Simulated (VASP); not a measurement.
Write the native input for VASP 6.6.1 that does the following.

* Task: single point
* Functional: PBEsol
* Potentials or basis: VASP PAW PBE potentials, release 64 (Fe, O)
* Cutoff: 520 eV
* k mesh: 18 × 18 × 18
* Occupations: gaussian, width 0.1 eV
* Spin: collinear spin, ferromagnetic start
* Starting moments: [3.76, 0.37] μB
* Dipole correction: no
* k mesh for the DOS: 27 × 27 × 27
* Occupations for the DOS: tetrahedron
* Further INCAR settings: ALGO = Fast; EDIFF = 1e-06; NBANDS = 18

The system is FeO.

```
CELL_PARAMETERS angstrom
1.50082 0.86650 2.45203
-1.50082 0.86650 2.45203
0.00000 -1.73299 2.45203
ATOMIC_POSITIONS crystal
Fe 0.00000 0.00000 0.00000
O 0.50000 0.50000 0.50000
```

One way to write it, as run:

POSCAR

```
FeO
1.0
    1.5008169881      0.8664970921      2.4520267158
   -1.5008169881      0.8664970921      2.4520267158
    0.0000000000     -1.7329941842      2.4520267158
Fe O
1 1
Direct
    0.0000000000      0.0000000000      0.0000000000
    0.5000000000      0.5000000000      0.5000000000
```

INCAR.step1

```
ALGO = Fast
EDIFF = 1E-6
ENCUT = 520
GGA = PS
ISIF = 2
ISMEAR = 0
ISPIN = 2
LASPH = True
LCHARG = True
LMAXMIX = 4
LREAL = False
LWAVE = False
MAGMOM = 3.76 0.37
NBANDS = 18
NELM = 150
PREC = Accurate
SIGMA = 0.1
```

KPOINTS.step1

```
k-points
0
Gamma
  18 18 18
```

INCAR.step2

```
ALGO = Fast
EDIFF = 1E-6
ENCUT = 520
GGA = PS
ICHARG = 11
ISIF = 2
ISMEAR = -5
ISPIN = 2
LASPH = True
LCHARG = False
LMAXMIX = 4
LORBIT = 10
LREAL = False
LWAVE = False
MAGMOM = 3.76 0.37
NBANDS = 18
NEDOS = 1001
NELM = 150
PREC = Accurate
SIGMA = 0.1
```

KPOINTS.step2

```
k-points
0
Gamma
  27 27 27
```

Potentials or basis: VASP PAW PBE potentials, release 64 (Fe, O).

Run with:

```bash
$ cat potpaw_PBE.64/Fe/POTCAR potpaw_PBE.64/O/POTCAR > POTCAR
$ cp INCAR.step1 INCAR
$ cp KPOINTS.step1 KPOINTS
$ mpirun -np 1 vasp_std > vasp.out
$ cp INCAR.step2 INCAR
$ cp KPOINTS.step2 KPOINTS
$ mpirun -np 1 vasp_std > vasp.out
```

It gave:

```
Net moment                                            : 4.00 μB per cell
Site moments                                          : Fe +3.60; O +0.31 μB
Valence electrons inside the program's atomic spheres : Fe 6.82; O 4.99
```

Caveat: a cell with one magnetic atom can't hold antiferromagnetic order, which such compounds often take.

It took 34 min on 1 thread of Oxide Virtual Turin-like Processor, with other jobs on the host, peak memory 0.94 GiB.
